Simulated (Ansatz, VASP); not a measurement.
# One calculation of SnO2, two programs

The input INCAR:

```
SYSTEM = SnO2
  PREC = Accurate
  ENCUT = 520
  EDIFF = 1E-8
  ISMEAR = -1
  SIGMA = 0.03
  LREAL = .False.
  LASPH = .True.
  NELM = 120
  ALGO = Normal
  ISIF = 2
  LWAVE = .False.
  LCHARG = .False.
  GGA = PE
  LEFG = .True.
  NBANDS = 35
  GGA_COMPAT = .False.
```

File KPOINTS:

```
regular mesh
0
Gamma
  4 4 6
  0 0 0
```

Contents of POSCAR:

```
SnO2
1.0
    4.7373500000      0.0000000000      0.0000000000
    0.0000000000      4.7373500000      0.0000000000
    0.0000000000      0.0000000000      3.0908080000
Sn O
2 4
Direct
    0.0000000000      0.0000000000      0.0000000000
    0.5000000000      0.5000000000      0.5000000000
    0.3056200000      0.3056200000      0.0000000000
    0.1943800000      0.8056200000      0.5000000000
    0.6943800000      0.6943800000      0.0000000000
    0.8056200000      0.1943800000      0.5000000000
```

Input for Ansatz:

```yaml
crystal:
  lattice:
    - [4.73735, 0.0, 0.0]
    - [0.0, 4.73735, 0.0]
    - [0.0, 0.0, 3.090808]
  atoms:
    - { symbol: Sn, position: [0.0, 0.0, 0.0] }
    - { symbol: Sn, position: [0.5, 0.5, 0.5] }
    - { symbol: O, position: [0.30562, 0.30562, 0.0] }
    - { symbol: O, position: [0.19438, 0.80562, 0.5] }
    - { symbol: O, position: [0.69438, 0.69438, 0.0] }
    - { symbol: O, position: [0.80562, 0.19438, 0.5] }
kpoints:
  mp_grid: { grid: [4, 4, 6] }
scf:
  occupations: { method: fermi_dirac, width: 0.03 }
hamiltonian:
  xc: pbe
  pseudopotentials: { kind: paw }
output:
  forces: true
  stress: true
  eigenvalues: true
  efg: { contact_densities: true }
```

Change from the starting cell: zz strain of -3 %, PAW files.

Alike in both runs: task electric field gradients; functional PBE; k mesh 4 × 4 × 6; occupations fermi-dirac, width 0.03 eV; no spin polarisation.

|  | VASP | Ansatz |
| --- | --- | --- |
| version | VASP 6.6.1 | Ansatz 0.2.0 |
| potentials or method | VASP PAW PBE potentials, release 64 (Sn_d, O) | PAW with Ansatz's default frozen-core files, scalar-relativistic |
| plane-wave cutoff (eV) | 520 | 420 |
| valence electrons in the cell | 52 | 52 |

|  | VASP | Ansatz | Ansatz less VASP |
| --- | --- | --- | --- |
| gap on the k mesh at the Fermi level (eV) | 1.70 | 1.71 | +0.009 |
| pressure (GPa) | 20.7 | 19.9 | -0.79 |
| traceless stress, the component that is largest in VASP (GPa) | 8.58 | 8.30 | -0.275 |
| rms of the force components (eV/Å) | 0.173 | 0.161 | -0.0124 |
| size of Vzz on the site where it differs most (V/Å²) | 69.0 | 60.3 | -8.72 |

Atom by atom the forces differ by 0.012 eV/Å (rms over components).
